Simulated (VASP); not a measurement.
# HfO2 (nc) (Fm-3m) in VASP: single point with PBE

Aim: the single point of HfO2 (nc) with PBE.

Program: VASP 6.6.1. These are calculated values, not measurements. Logs are shortened: lines on timing, memory, paths and dates and some standing lists are left out, and cuts for length are marked.

### 1 The cell of the first run

Symmetry: Fm-3m, No. 225, cubic system. The conventional cell has a = 5.097 Å, b = 5.097 Å, c = 5.097 Å, α = 90.00°, β = 90.00°, γ = 90.00°. Hf (site symmetry m-3m) has 8 O at 2.21 Å within 2.9 Å. O (site symmetry -43m) has 4 Hf at 2.21 Å and 6 O at 2.55 Å within 2.9 Å.

### 2 Single point, PBE

Contents of INCAR:

```
SYSTEM = HfO2
ALGO     = Normal         ! electronic algorithm
EDIFF    = 1E-6           ! SCF threshold, eV
ENCUT    = 600            ! plane-wave cutoff, eV
GGA      = PE             ! functional
GGA_COMPAT= .FALSE.      
ISIF     = 2              ! what is computed and relaxed
ISMEAR   = 0              ! smearing method
LASPH    = .TRUE.         ! aspherical terms in the spheres
LCHARG   = .FALSE.        ! write CHGCAR
LREAL    = .FALSE.        ! projectors in reciprocal space
LWAVE    = .FALSE.        ! write WAVECAR
NBANDS   = 18             ! bands
NELM     = 120            ! most SCF steps
PREC     = Accurate       ! precision mode
SIGMA    = 0.02           ! smearing width, eV
```

Contents of KPOINTS:

```
k-points
0
G
  8 8 8
  0 0 0
```

Contents of POSCAR:

```
HfO2
1.0
    0.0000000000      2.5486636803      2.5486636803
    2.5486636803      0.0000000000      2.5486636803
    2.5486636803      2.5486636803      0.0000000000
Hf O
1 2
Direct
    0.0000000000      0.0000000000      0.0000000000
    0.2500000000      0.2500000000      0.2500000000
    0.7500000000      0.7500000000      0.7500000000
```

Potentials or basis: VASP PAW PBE potentials, release 64 (Hf_pv, O).

The run is started by

```console
$ cat potpaw_PBE.64/Hf_pv/POTCAR potpaw_PBE.64/O/POTCAR > POTCAR
$ mpirun -np 1 vasp_std > vasp.out
```

OUTCAR:

```text
SYSTEM = HfO2
   EDIFF = 1E-6
   ENCUT = 600
   GGA = PE
   ISIF = 2
   ISMEAR = 0
   LASPH = .TRUE.
   LREAL = .FALSE.
   NELM = 120
   PREC = Accurate

 ion  position               nearest neighbor table
   1  0.000  0.000  0.000-   3 2.21   3 2.21   3 2.21   2 2.21   3 2.21   2 2.21   2 2.21   2 2.21

   2  0.250  0.250  0.250-   1 2.21   1 2.21   1 2.21   1 2.21
   3  0.750  0.750  0.750-   1 2.21   1 2.21   1 2.21   1 2.21

  LATTYP: Found a face centered cubic cell.
 ALAT       =     5.0973273606

  Lattice vectors:

 A1 = (   0.0000000000,   2.5486636803,   2.5486636803)
 A2 = (   2.5486636803,   0.0000000000,   2.5486636803)
 A3 = (   2.5486636803,   2.5486636803,   0.0000000000)

Analysis of symmetry for initial positions (statically):
=====================================================================
 Subroutine PRICEL returns:
 Original cell was already a primitive cell.

 Routine SETGRP: Setting up the symmetry group for a
 face centered cubic supercell.

 Subroutine GETGRP returns: Found 48 space group operations
 (whereof 48 operations were pure point group operations)
 out of a pool of 48 trial point group operations.

The static configuration has the point symmetry O_h .

Analysis of symmetry for dynamics (positions and initial velocities):
=====================================================================
 Subroutine PRICEL returns:
 Original cell was already a primitive cell.

 Routine SETGRP: Setting up the symmetry group for a
 face centered cubic supercell.

 Subroutine GETGRP returns: Found 48 space group operations
 (whereof 48 operations were pure point group operations)
 out of a pool of 48 trial point group operations.

The dynamic configuration has the point symmetry O_h .

 Subroutine INISYM returns: Found 48 space group operations
 (whereof 48 operations are pure point group operations),
 and found     1 'primitive' translations

----------------------------------------------------------------------------------------

                                     Primitive cell

  volume of cell :      33.1106

  direct lattice vectors                    reciprocal lattice vectors
     0.000000000  2.548663680  2.548663680    -0.196181240  0.196181240  0.196181240
     2.548663680  0.000000000  2.548663680     0.196181240 -0.196181240  0.196181240
     2.548663680  2.548663680  0.000000000     0.196181240  0.196181240 -0.196181240

  length of vectors
     3.604354743  3.604354743  3.604354743     0.339795874  0.339795874  0.339795874

  position of ions in fractional coordinates (direct lattice)
     0.000000000  0.000000000  0.000000000
     0.250000000  0.250000000  0.250000000
     0.750000000  0.750000000  0.750000000

  ion indices of the primitive-cell ions
   primitive index   ion index
                 1           1
                 2           2
                 3           3

----------------------------------------------------------------------------------------

 KPOINTS: k-points

Automatic generation of k-mesh.
 Grid dimensions read from file:
 generate k-points for:    8    8    8

 Generating k-lattice:

  Cartesian coordinates                     Fractional coordinates (reciprocal lattice)
    -0.024522655  0.024522655  0.024522655     0.125000000  0.000000000  0.000000000
     0.024522655 -0.024522655  0.024522655     0.000000000  0.125000000  0.000000000
     0.024522655  0.024522655 -0.024522655     0.000000000  0.000000000  0.125000000

  Length of vectors
     0.042474484  0.042474484  0.042474484

  Shift w.r.t. Gamma in fractional coordinates (k-lattice)
     0.000000000  0.000000000  0.000000000

 Subroutine IBZKPT returns following result:
 ===========================================

 Found     29 irreducible k-points:

 Following reciprocal coordinates:
            Coordinates               Weight
  0.000000  0.000000  0.000000      1.000000
  0.125000  0.000000  0.000000      8.000000
  0.250000  0.000000  0.000000      8.000000
  0.375000  0.000000  0.000000      8.000000
  0.500000  0.000000  0.000000      4.000000
  0.125000  0.125000  0.000000      6.000000
[... 16 lines left out ...]
  0.500000  0.250000  0.125000     48.000000
 -0.375000  0.250000  0.125000     24.000000
 [... further k-points ...]
   k-points           NKPTS =     29   k-points in BZ     NKDIM =     29   number of bands    NBANDS=     18
   number of dos      NEDOS =    301   number of ions     NIONS =      3
   total plane-waves  NPLWV =  27000
   dimension x,y,z NGX =    30 NGY =   30 NGZ =   30
   dimension x,y,z NGXF=    60 NGYF=   60 NGZF=   60
   ions per type =               1   2
   NGX,Y,Z   is equivalent  to a cutoff of  13.84, 13.84, 13.84 a.u.
   NGXF,Y,Z  is equivalent  to a cutoff of  27.67, 27.67, 27.67 a.u.
 SYSTEM =  HfO2
   PREC   = accura    normal or accurate (medium, high low for compatibility)
   ISTART =      0    job   : 0-new  1-cont  2-samecut
   ICHARG =      2    charge: 1-file 2-atom 10-const
   ISPIN  =      1    spin polarized calculation?
   LNONCOLLINEAR =      F non collinear calculations
   LSORBIT =      F    spin-orbit coupling
   LASPH  =      T    aspherical Exc in radial PAW
   ENCUT  =  600.0 eV  44.10 Ry    6.64 a.u.   7.20  7.20  7.20*2*pi/ulx,y,z
   NELM   =    120;   NELMIN=  2; NELMDL= -5     # of ELM steps
   EDIFF  = 0.1E-05   stopping-criterion for ELM
   LREAL  =      F    real-space projection
   EDIFFG = 0.1E-04   stopping-criterion for IOM
   NSW    =      0    number of steps for IOM
   IBRION =     -1    ionic relax: 0-MD 1-quasi-New 2-CG
   NFREE  =      0    steps in history (QN), initial steepest desc. (CG)
   ISIF   =      2    stress and relaxation
   ISYM   =      2    0-nonsym 1-usesym 2-fastsym
   POTIM  = 0.5000    time-step for ionic-motion
   TEBEG  =    0.0;   TEEND  =   0.0 temperature during run
   PSTRESS=    0.0 pullay stress
   NELECT =      22.0000    total number of electrons
   NUPDOWN=      -1.0000    fix difference up-down
   EMIN   =  10.00;   EMAX   =-10.00  energy-range for DOS
   EFERMI =   0.00;   METHOD = LEGACY
   ISMEAR =     0;   SIGMA  =   0.02  broadening in eV -4-tet -1-fermi 0-gaus
   EFERMI_NEDOS =   21; number of points for ismear=-14 and -15
   IALGO  =     38    algorithm
   IMIX   =      4    mixing-type and parameters
     AMIX     =   0.40;   BMIX     =  1.00
     AMIX_MAG =   1.60;   BMIX_MAG =  1.00
  volume/ion in A,a.u.               =      11.04        74.48
  Fermi-wavevector in a.u.,A,eV,Ry     =   1.428543  2.699554 27.765871  2.040734
  Thomas-Fermi vector in A             =   2.548593
   LORBIT       =      0    0 simple, 1 ext, 2 COOP (PROOUT), +10 PAW based schemes
   GGA     = PE    functional components
   LHFCALC =     F    Hartree Fock is set to
   AEXX    =    0.0000 exact exchange contribution
   IVDW    =     0    specifies the selected vdW correction
   LEPSILON=     F    determine dielectric tensor
   LRPA    =     F    only Hartree local field effects (RPA)
 non-spin polarized calculation
 Gauss-broadening in eV      SIGMA  =   0.02
  energy-cutoff  :      600.00
  volume of cell :       33.11
 maximum number of plane-waves:      1124
 NGX is ok and might be reduce to    30
   NGX = 15   NGY = 15   NGZ = 15

 number of electron      21.9999994 magnetization

 Free energy of the ion-electron system (eV)
  ---------------------------------------------------
  ext. energy  EPLUGINS =         0.00000000
  ---------------------------------------------------
  free energy    TOTEN  =       -30.24880183 eV

  energy without entropy =      -30.24880183  energy(sigma->0) =      -30.24880183

 E-fermi :   4.2553     XC(G=0): -11.7523

 val. band max:        4.1398005351   @ k =   0.5000   0.5000   0.0000
 cond. band min:       7.8989932654   @ k =   0.5000   0.5000   0.0000
 fundamental gap:      3.7591927302
 Fermi energy:         4.2553480292

 k-point     1 :       0.0000    0.0000    0.0000
  band No.  band energies     occupation
      1     -25.6212      2.00000
      2     -25.6212      2.00000
      3     -25.6212      2.00000
      4     -14.4912      2.00000
      5     -11.5397      2.00000
      6      -1.1040      2.00000
[... 10 lines left out ...]
     17      14.3595      0.00000
     18      17.5367      0.00000

 k-point     2 :       0.1250    0.0000    0.0000
  band No.  band energies     occupation
      1     -25.6834      2.00000
      2     -25.6280      2.00000
      3     -25.6280      2.00000
      4     -14.2916      2.00000
      5     -11.7025      2.00000
      6      -0.9566      2.00000
[... 10 lines left out ...]
     17      14.1043      0.00000
     18      17.5002      0.00000

 k-point     3 :       0.2500    0.0000    0.0000
  band No.  band energies     occupation
      1     -25.8281      2.00000
      2     -25.6444      2.00000
      3     -25.6444      2.00000
      4     -13.8159      2.00000
      5     -12.0353      2.00000
      6      -0.5912      2.00000
[... 10 lines left out ...]
     17      13.6427      0.00000
     18      16.6417      0.00000

 k-point     4 :       0.3750    0.0000    0.0000
  band No.  band energies     occupation
      1     -25.9660      2.00000
      2     -25.6607      2.00000
      3     -25.6607      2.00000
      4     -13.3988      2.00000
      5     -12.2387      2.00000
      6      -0.2255      2.00000
[... 375 lines left out ...]
      4     -13.4103      2.00000
      5     -12.2819      2.00000
      6      -0.5993      2.00000
[... 10 lines left out ...]
     17      13.8393      0.00000
     18      17.1733      0.00000

 k-point    23 :       0.5000    0.2500    0.1250
  band No.  band energies     occupation
      1     -25.9398      2.00000
      2     -25.7616      2.00000
      3     -25.6839      2.00000
      4     -13.0334      2.00000
      5     -12.4396      2.00000
      6      -0.6032      2.00000
[... 10 lines left out ...]
     17      14.7808      0.00000
     18      17.0003      0.00000

 k-point    24 :      -0.3750    0.2500    0.1250
  band No.  band energies     occupation
      1     -25.9664      2.00000
      2     -25.7820      2.00000
      3     -25.6931      2.00000
      4     -12.9437      2.00000
      5     -12.4229      2.00000
      6      -0.6072      2.00000
[... 10 lines left out ...]
     17      15.0281      0.00000
     18      16.9721      0.00000

 [... further k-points ...]
[... 5 lines left out ...]
  --------------------------------------------------------------------------------------
  -------------------------------------------------------------------------------------
  Total       -0.7911954     -0.7911954     -0.7911954     -0.0000000      0.0000000      0.0000000
  in kB      -38.2848343    -38.2848343    -38.2848343     -0.0000000      0.0000000      0.0000000
  external PRESSURE =     -38.2848343 kB  Pullay stress =       0.0000000 kB

 VOLUME and BASIS-vectors are now :
 -----------------------------------------------------------------------------
  energy-cutoff  :      600.00
  volume of cell :       33.11
      direct lattice vectors                 reciprocal lattice vectors
     0.000000000  2.548663680  2.548663680    -0.196181240  0.196181240  0.196181240
     2.548663680  0.000000000  2.548663680     0.196181240 -0.196181240  0.196181240
     2.548663680  2.548663680  0.000000000     0.196181240  0.196181240 -0.196181240

 POSITION                                       TOTAL-FORCE (eV/Angst)
 -----------------------------------------------------------------------------------
      0.00000      0.00000      0.00000         0.000000      0.000000      0.000000
      1.27433      1.27433      1.27433        -0.000000     -0.000000      0.000000
      3.82300      3.82300      3.82300         0.000000      0.000000     -0.000000
 -----------------------------------------------------------------------------------
    total drift:                                0.000000     -0.000000      0.000000

  FREE ENERGIE OF THE ION-ELECTRON SYSTEM (eV)
  ---------------------------------------------------
  free  energy   TOTEN  =       -30.2488018348 eV

  energy  without entropy=      -30.2488018348  energy(sigma->0) =      -30.24880183
```

Wall time 16 s (1 thread of Intel Xeon Platinum 8488C (Sapphire Rapids), shared host); peak memory 0.18 GiB.

What came out:

```yaml
Free_energy: -30.2488 eV
Pressure: -3.8 GPa
Band_gap_on_the_k_mesh: 3.76 eV, direct
```

Caveat: spin-orbit coupling is left out, which moves the levels of the heavy elements.
